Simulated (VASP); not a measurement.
Input of a VASP 6.6.1 run:

The input INCAR:

```
SYSTEM = WS2
PREC = Accurate
ENCUT = 520
EDIFF = 1E-7
ISMEAR = 0
SIGMA = 0.05
LREAL = .FALSE.
LASPH = .TRUE.
NELM = 60
ALGO = Normal
ISIF = 2
LWAVE = .FALSE.
LCHARG = .FALSE.
GGA = PE
NBANDS = 35
```

Contents of KPOINTS:

```
regular mesh
0
G
  12 12 2
  0 0 0
```

POSCAR

```
WS2
1.0
    3.1879444794     -0.0001390291      0.0141957791
   -1.5940451886      2.7608423631      0.0082077952
    0.0629320625      0.0776612237     14.9785898175
W S
2 4
Direct
    0.3338757458      0.6678588937      0.2505034959
    0.6661439057      0.3321461438      0.7494981405
    0.3400886182      0.6715782308      0.6445893539
    0.6745762839      0.3406469569      0.1455975218
    0.3254493364      0.6593415921      0.8543997507
    0.6598661099      0.3284281827      0.3554117373
```

Potentials or basis: VASP PAW PBE potentials, release 64 (W_sv, S).

The run is started by

```bash
$ cat potpaw_PBE.64/W_sv/POTCAR potpaw_PBE.64/S/POTCAR > POTCAR
$ mpirun -np 1 vasp_std > vasp.out
```

**Question.** Estimate the largest force.

**Answer.** 0.003 eV/Å.

**Question.** Estimate the pressure.

**Answer.** -0.1 GPa.

**Question.** Predict the band gap on the k mesh.

**Answer.** 1.65 eV (least direct gap 1.80 eV).

Forces in eV/Å, atoms in the order of the input:
```
W    0.001  0.001  0.001
W   -0.002 -0.001 -0.002
S    0.001  0.000  0.001
S   -0.002 -0.001  0.000
S    0.001  0.001  0.001
S    0.001  0.000 -0.001
```

Caveat: spin-orbit coupling is left out, which moves the levels of the heavy elements. A k mesh can miss the band edges.
